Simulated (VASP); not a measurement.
# MoS2 in VASP: further runs

MoS2 is run at these levels: PBE+D3(BJ); tasks: single point.

All numbers are computed with VASP 6.6.1; they aren't measurements. Logs are shortened: lines on timing, memory, paths and dates and some standing lists are left out, and cuts for length are marked.

## Step 1: The cell of the first run

The cell holds a slab with vacuum, 3 atoms: a = 3.135 Å, b = 3.135 Å, c = 32.410 Å, α = 90.00°, β = 90.00°, γ = 120.00°.

## Step 2: Single point, PBE+D3(BJ)

The input, INCAR:

```
SYSTEM = MoS2
PREC     = Accurate       ! precision mode
ENCUT    = 520            ! plane-wave cutoff, eV
EDIFF    = 1E-6           ! SCF threshold, eV
ISMEAR   = 0              ! smearing method
SIGMA    = 0.1            ! smearing width, eV
LREAL    = .FALSE.        ! projectors in reciprocal space
LASPH    = .TRUE.         ! aspherical terms in the spheres
NELM     = 60             ! most SCF steps
ALGO     = Normal         ! electronic algorithm
ISIF     = 2              ! what is computed and relaxed
LWAVE    = .FALSE.        ! write WAVECAR
LCHARG   = .TRUE.         ! write CHGCAR
LDIPOL   = .TRUE.       
IDIPOL   = 3            
DIPOL    = 0.5 0.5 0.500
GGA      = PE             ! functional
IVDW     = 12             ! dispersion correction
LELF     = .TRUE.         ! ELF
LVHAR    = .TRUE.       
LVACPOTAV= .TRUE.       
NBANDS   = 20             ! bands
```

The input, KPOINTS:

```
Automatic mesh
0
G
  15 15 1
  0 0 0
```

The input, POSCAR:

```
MoS2
1.0
    3.1346592530      0.0000000000      0.0000000000
   -1.5673296265      2.7146945453      0.0000000000
    0.0000000000      0.0000000000     32.4102200456
S Mo
2 1
Direct
    0.0000000000      0.0000000000      0.4503430042
    0.3333333333      0.6666666667      0.5496569958
    0.6666666667      0.3333333333      0.5000000000
```

Potentials or basis: VASP PAW PBE potentials, release 64 (S, Mo_sv).

On the command line:

```sh
cat potpaw_PBE.64/S/POTCAR potpaw_PBE.64/Mo_sv/POTCAR > POTCAR
mpirun -np 1 vasp_std > vasp.out
```

OUTCAR:

```text
SYSTEM = MoS2
   PREC = Accurate
   ENCUT = 520
   EDIFF = 1E-6
   ISMEAR = 0
   LREAL = .FALSE.
   LASPH = .TRUE.
   NELM = 60
   ISIF = 2
   GGA = PE
   IVDW = 12
 IVDW          = 12

 ion  position               nearest neighbor table
   1  0.000  0.000  0.450-   3 2.42   3 2.42   3 2.42
   2  0.333  0.667  0.550-   3 2.42   3 2.42   3 2.42
   3  0.667  0.333  0.500-   2 2.42   1 2.42   2 2.42   1 2.42   1 2.42   2 2.42

  LATTYP: Found a hexagonal cell.
 ALAT       =     3.1346592530
 C/A-ratio  =    10.3393120048

  Lattice vectors:

 A1 = (   3.1346592530,   0.0000000000,   0.0000000000)
 A2 = (  -1.5673296265,   2.7146945453,   0.0000000000)
 A3 = (   0.0000000000,   0.0000000000,  32.4102200456)

Analysis of symmetry for initial positions (statically):
=====================================================================
 Subroutine PRICEL returns:
 Original cell was already a primitive cell.

 Routine SETGRP: Setting up the symmetry group for a
 hexagonal supercell.

 Subroutine GETGRP returns: Found 12 space group operations
 (whereof  6 operations were pure point group operations)
 out of a pool of 24 trial point group operations.

The static configuration has the point symmetry C_3v.
 The point group associated with its full space group is D_3d.

Analysis of symmetry for dynamics (positions and initial velocities):
=====================================================================
 Subroutine PRICEL returns:
 Original cell was already a primitive cell.

 Routine SETGRP: Setting up the symmetry group for a
 hexagonal supercell.

 Subroutine GETGRP returns: Found 12 space group operations
 (whereof  6 operations were pure point group operations)
 out of a pool of 24 trial point group operations.

The dynamic configuration has the point symmetry C_3v.
 The point group associated with its full space group is D_3d.

 Subroutine INISYM returns: Found 12 space group operations
 (whereof  6 operations are pure point group operations),
 and found     1 'primitive' translations

----------------------------------------------------------------------------------------

                                     Primitive cell

  volume of cell :     275.7994

  direct lattice vectors                    reciprocal lattice vectors
     3.134659253  0.000000000  0.000000000     0.319013940  0.184182784  0.000000000
    -1.567329627  2.714694545  0.000000000     0.000000000  0.368365569  0.000000000
     0.000000000  0.000000000 32.410220046     0.000000000  0.000000000  0.030854465

  length of vectors
     3.134659253  3.134659253 32.410220046     0.368365569  0.368365569  0.030854465

  position of ions in fractional coordinates (direct lattice)
     0.000000000  0.000000000  0.450343004
     0.333333333  0.666666667  0.549656996
     0.666666667  0.333333333  0.500000000

  ion indices of the primitive-cell ions
   primitive index   ion index
                 1           1
                 2           2
                 3           3

----------------------------------------------------------------------------------------

 KPOINTS: Automatic mesh

Automatic generation of k-mesh.
 Grid dimensions read from file:
 generate k-points for:   15   15    1

 Generating k-lattice:

  Cartesian coordinates                     Fractional coordinates (reciprocal lattice)
     0.021267596  0.012278852  0.000000000     0.066666667  0.000000000  0.000000000
     0.000000000  0.024557705  0.000000000     0.000000000  0.066666667  0.000000000
     0.000000000  0.000000000  0.030854465     0.000000000  0.000000000  1.000000000

  Length of vectors
     0.024557705  0.024557705  0.030854465

  Shift w.r.t. Gamma in fractional coordinates (k-lattice)
     0.000000000  0.000000000  0.000000000

 Subroutine IBZKPT returns following result:
 ===========================================

 Found     27 irreducible k-points:

 Following reciprocal coordinates:
            Coordinates               Weight
  0.000000  0.000000  0.000000      1.000000
  0.066667 -0.000000  0.000000      6.000000
  0.133333 -0.000000  0.000000      6.000000
  0.200000 -0.000000  0.000000      6.000000
  0.266667 -0.000000  0.000000      6.000000
  0.333333 -0.000000  0.000000      6.000000
[... 16 lines left out ...]
  0.333333  0.200000  0.000000     12.000000
  0.400000  0.200000  0.000000      6.000000
 [... further k-points ...]
   k-points           NKPTS =     27   k-points in BZ     NKDIM =     27   number of bands    NBANDS=     20
   number of dos      NEDOS =    301   number of ions     NIONS =      3
   total plane-waves  NPLWV = 144000
   dimension x,y,z NGX =    24 NGY =   24 NGZ =  250
   dimension x,y,z NGXF=    48 NGYF=   48 NGZF=  500
   ions per type =               2   1
   NGX,Y,Z   is equivalent  to a cutoff of  12.73, 12.73, 12.82 a.u.
   NGXF,Y,Z  is equivalent  to a cutoff of  25.46, 25.46, 25.65 a.u.
 SYSTEM =  MoS2
   PREC   = accura    normal or accurate (medium, high low for compatibility)
   ISTART =      0    job   : 0-new  1-cont  2-samecut
   ICHARG =      2    charge: 1-file 2-atom 10-const
   ISPIN  =      1    spin polarized calculation?
   LNONCOLLINEAR =      F non collinear calculations
   LSORBIT =      F    spin-orbit coupling
   LASPH  =      T    aspherical Exc in radial PAW
   ENCUT  =  520.0 eV  38.22 Ry    6.18 a.u.   5.83  5.83 60.26*2*pi/ulx,y,z
   NELM   =     60;   NELMIN=  2; NELMDL= -5     # of ELM steps
   EDIFF  = 0.1E-05   stopping-criterion for ELM
   LREAL  =      F    real-space projection
   EDIFFG = 0.1E-04   stopping-criterion for IOM
   NSW    =      0    number of steps for IOM
   IBRION =     -1    ionic relax: 0-MD 1-quasi-New 2-CG
   NFREE  =      0    steps in history (QN), initial steepest desc. (CG)
   ISIF   =      2    stress and relaxation
   ISYM   =      2    0-nonsym 1-usesym 2-fastsym
   POTIM  = 0.5000    time-step for ionic-motion
   TEBEG  =    0.0;   TEEND  =   0.0 temperature during run
   PSTRESS=    0.0 pullay stress
   NELECT =      26.0000    total number of electrons
   NUPDOWN=      -1.0000    fix difference up-down
   EMIN   =  10.00;   EMAX   =-10.00  energy-range for DOS
   EFERMI =   0.00;   METHOD = LEGACY
   ISMEAR =     0;   SIGMA  =   0.10  broadening in eV -4-tet -1-fermi 0-gaus
   EFERMI_NEDOS =   21; number of points for ismear=-14 and -15
   IALGO  =     38    algorithm
   IMIX   =      4    mixing-type and parameters
     AMIX     =   0.40;   BMIX     =  1.00
     AMIX_MAG =   1.60;   BMIX_MAG =  1.00
  volume/ion in A,a.u.               =      91.93       620.40
  Fermi-wavevector in a.u.,A,eV,Ry     =   0.745078  1.407993  7.553147  0.555141
  Thomas-Fermi vector in A             =   1.840580
   LORBIT       =      0    0 simple, 1 ext, 2 COOP (PROOUT), +10 PAW based schemes
   GGA     = PE    functional components
   LHFCALC =     F    Hartree Fock is set to
   AEXX    =    0.0000 exact exchange contribution
   IVDW    =    12    specifies the selected vdW correction
   LEPSILON=     F    determine dielectric tensor
   LRPA    =     F    only Hartree local field effects (RPA)
 non-spin polarized calculation
 Gauss-broadening in eV      SIGMA  =   0.10
  energy-cutoff  :      520.00
  volume of cell :      275.80
 maximum number of plane-waves:      7478
 NGX is ok and might be reduce to    24
   NGX = 11   NGY = 11   NGZ =121

 number of electron      26.0000000 magnetization

 dipolmoment           0.000000      0.000000     -0.000000 electrons x Angstroem

 Free energy of the ion-electron system (eV)
  ---------------------------------------------------
  ext. energy  EPLUGINS =         0.00000000
  ---------------------------------------------------
  free energy    TOTEN  =       -20.99927580 eV

  energy without entropy =      -20.98971737  energy(sigma->0) =      -20.99449659

 E-fermi :  -2.5560     XC(G=0):  -2.4342

 val. band max:       -2.5828919203   @ k =   0.3333   0.2667   0.0000
 cond. band min:      -2.5137358162   @ k =   0.2667   0.2667   0.0000
 fundamental gap:      0.0691561041
 Fermi energy:        -2.5559583097

 k-point     1 :       0.0000    0.0000    0.0000
  band No.  band energies     occupation
      1     -64.3612      2.00000
      2     -38.4418      2.00000
      3     -38.3023      2.00000
      4     -38.3023      2.00000
      5     -17.5419      2.00000
      6     -16.4310      2.00000
[... 12 lines left out ...]
     19       2.0256      0.00000
     20       2.5356      0.00000

 k-point     2 :       0.0667   -0.0000    0.0000
  band No.  band energies     occupation
      1     -64.3592      2.00000
      2     -38.4382      2.00000
      3     -38.3211      2.00000
      4     -38.3066      2.00000
      5     -17.4689      2.00000
      6     -16.4040      2.00000
[... 12 lines left out ...]
     19       2.1293      0.00000
     20       2.6276      0.00000

 k-point     3 :       0.1333   -0.0000    0.0000
  band No.  band energies     occupation
      1     -64.3537      2.00000
      2     -38.4278      2.00000
      3     -38.3739      2.00000
      4     -38.3187      2.00000
      5     -17.2565      2.00000
      6     -16.3256      2.00000
[... 12 lines left out ...]
     19       2.4304      0.00000
     20       2.9011      0.00000

 k-point     4 :       0.2000   -0.0000    0.0000
  band No.  band energies     occupation
      1     -64.3456      2.00000
      2     -38.4513      2.00000
      3     -38.4122      2.00000
      4     -38.3364      2.00000
      5     -16.9259      2.00000
      6     -16.2023      2.00000
[... 12 lines left out ...]
     19       2.9084      0.00000
     20       3.3526      0.00000

 k-point     5 :       0.2667   -0.0000    0.0000
  band No.  band energies     occupation
      1     -64.3362      2.00000
      2     -38.5387      2.00000
      3     -38.3946      2.00000
      4     -38.3568      2.00000
      5     -16.5241      2.00000
      6     -16.0346      2.00000
[... 12 lines left out ...]
     19       3.5277      0.00000
     20       3.9810      0.00000

 k-point     6 :       0.3333   -0.0000    0.0000
  band No.  band energies     occupation
      1     -64.3273      2.00000
      2     -38.6212      2.00000
      3     -38.3776      2.00000
      4     -38.3761      2.00000
      5     -16.1682      2.00000
      6     -15.7772      2.00000
[... 12 lines left out ...]
     19       3.9448      0.00000
     20       4.0971      0.00000

 k-point     7 :       0.4000   -0.0000    0.0000
  band No.  band energies     occupation
      1     -64.3202      2.00000
      2     -38.6851      2.00000
      3     -38.3912      2.00000
      4     -38.3643      2.00000
      5     -15.9785      2.00000
      6     -15.4155      2.00000
[... 12 lines left out ...]
     19       3.7695      0.00000
     20       4.6445      0.00000
[... 277 lines left out ...]
 k-point    20 :       0.4000    0.1333    0.0000
  band No.  band energies     occupation
      1     -64.3146      2.00000
      2     -38.6976      2.00000
      3     -38.4439      2.00000
      4     -38.3536      2.00000
      5     -15.7583      2.00000
      6     -15.1639      2.00000
[... 12 lines left out ...]
     19       4.1460      0.00000
     20       5.6826      0.00000

 k-point    21 :       0.2000    0.2000    0.0000
  band No.  band energies     occupation
      1     -64.3251      2.00000
      2     -38.6026      2.00000
      3     -38.4210      2.00000
      4     -38.3732      2.00000
      5     -15.9594      2.00000
      6     -15.8415      2.00000
[... 12 lines left out ...]
     19       4.3645      0.00000
     20       4.7821      0.00000

 k-point    22 :       0.2667    0.2000    0.0000
  band No.  band energies     occupation
      1     -64.3185      2.00000
      2     -38.6413      2.00000
      3     -38.4572      2.00000
      4     -38.3610      2.00000
      5     -15.7261      2.00000
      6     -15.5616      2.00000
[... 12 lines left out ...]
     19       4.6245      0.00000
     20       4.8650      0.00000

 k-point    23 :       0.3333    0.2000    0.0000
  band No.  band energies     occupation
      1     -64.3140      2.00000
      2     -38.6656      2.00000
      3     -38.4837      2.00000
      4     -38.3526      2.00000
      5     -15.6309      2.00000
      6     -15.2710      2.00000
[... 12 lines left out ...]
     19       4.3051      0.00000
     20       5.4607      0.00000

 k-point    24 :       0.4000    0.2000    0.0000
  band No.  band energies     occupation
      1     -64.3124      2.00000
      2     -38.6738      2.00000
      3     -38.4935      2.00000
      4     -38.3496      2.00000
      5     -15.5967      2.00000
      6     -15.1593      2.00000
[... 12 lines left out ...]
     19       4.2504      0.00000
     20       6.0322      0.00000

 [... further k-points ...]

------------------------ aborting loop because EDIFF is reached ----------------------------------------

 vacuum level on the upper side and lower side of the slab       (xc-potential included)        -0.090        -0.090

 Edisp (eV)   -0.96300

 E8    (eV) :    -0.4173

  FORCE on cell =-STRESS in cart. coord.  units (eV):
  Direction    XX          YY          ZZ          XY          YZ          ZX
  --------------------------------------------------------------------------------------
  -------------------------------------------------------------------------------------
  Total      -0.03383    -0.03383    -0.05725    -0.00000     0.00000     0.00000
  in kB      -0.19653    -0.19653    -0.33255    -0.00000     0.00000     0.00000
  external pressure =       -0.24 kB  Pullay stress =        0.00 kB

 VOLUME and BASIS-vectors are now :
 -----------------------------------------------------------------------------
  energy-cutoff  :      520.00
  volume of cell :      275.80
      direct lattice vectors                 reciprocal lattice vectors
     3.134659253  0.000000000  0.000000000     0.319013940  0.184182784  0.000000000
    -1.567329627  2.714694545  0.000000000     0.000000000  0.368365569  0.000000000
     0.000000000  0.000000000 32.410220046     0.000000000  0.000000000  0.030854465

 POSITION                                       TOTAL-FORCE (eV/Angst)
 -----------------------------------------------------------------------------------
      0.00000      0.00000     14.59572        -0.000000     -0.000000      0.010328
     -0.00000      1.80980     17.81450         0.000000      0.000000     -0.010328
      1.56733      0.90490     16.20511         0.000000      0.000000     -0.000000
 -----------------------------------------------------------------------------------
    total drift:                               -0.000000      0.000000      0.000000

  FREE ENERGIE OF THE ION-ELECTRON SYSTEM (eV)
  ---------------------------------------------------
  free  energy   TOTEN  =       -21.9622712850 eV

  energy  without entropy=      -21.9527128596  energy(sigma->0) =      -21.95749207

 vacuum level on the upper side and lower side of the slab         2.483         2.483
```

Wall time 1.9 min (1 thread of Intel Xeon 6975P-C (Granite Rapids), shared host); peak memory 0.45 GiB.

What came out:

| Property | Result |
| --- | --- |
| Free energy | -21.9623 eV |
| Largest force | 0.010 eV/Å |
| Band gap on the k mesh | zero (band 13 reaches -2.16 eV, above the bottom of band 14 at -2.62 eV) |
| Dispersion energy per atom | -0.321 eV |
| Work function of the upper face | 5.04 eV |
| Work function of the lower face | 5.04 eV |

Forces on the atoms (eV/Å):
```
S    0.000  0.000  0.010
S    0.000  0.000 -0.010
Mo   0.000  0.000  0.000
```

Levels at points of the mesh, in eV from the Fermi level:
| k point | band 11 | band 12 | band 13 | band 14 | band 15 | band 16 |
| --- | --- | --- | --- | --- | --- | --- |
| (0.00, 0.00, 0.00) | -1.18 | -0.87 | -0.87 | -0.07 | -0.07 | 3.21 |

(Continued in part 2 of 2.)
